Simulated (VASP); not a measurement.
Te:

```
Te
1.0
     4.45400    0.00000    0.00000
    -2.22700    3.85728    0.00000
     0.00000    0.00000    5.92400
Te
3
Direct
  0.73100 0.73100 0.00000
  0.00000 0.26900 0.66667
  0.26900 0.00000 0.33333
```

Base run:

| Property | Result |
| --- | --- |
| Program | VASP 6.6.1 |
| Functional | PBE0 |
| Potentials or basis | VASP PAW PBE potentials, release 64 (Te) |
| Cutoff | 520 eV |
| k mesh | 4 × 4 × 3 |
| Occupations | fermi-dirac, width 0.05 eV |
| Spin | no spin polarisation |

Its results: band gap on the k mesh 1.92 eV (least direct gap 2.12 eV); pressure -0.8 GPa; largest force 0.389 eV/Å.

**Question.** The run is repeated on the same cell with these changes: functional from PBE0 to PBE-based screened hybrid with 25 % exact exchange. What comes out?

**Answer.** Band gap on the k mesh 1.04 eV (least direct gap 1.25 eV); pressure -0.1 GPa; largest force 0.172 eV/Å.

Caveats: the PAW data sets were made with another functional, which shifts forces and pressure a little; spin-orbit coupling is left out, which moves the levels of the heavy elements.

A k mesh can miss the band edges.
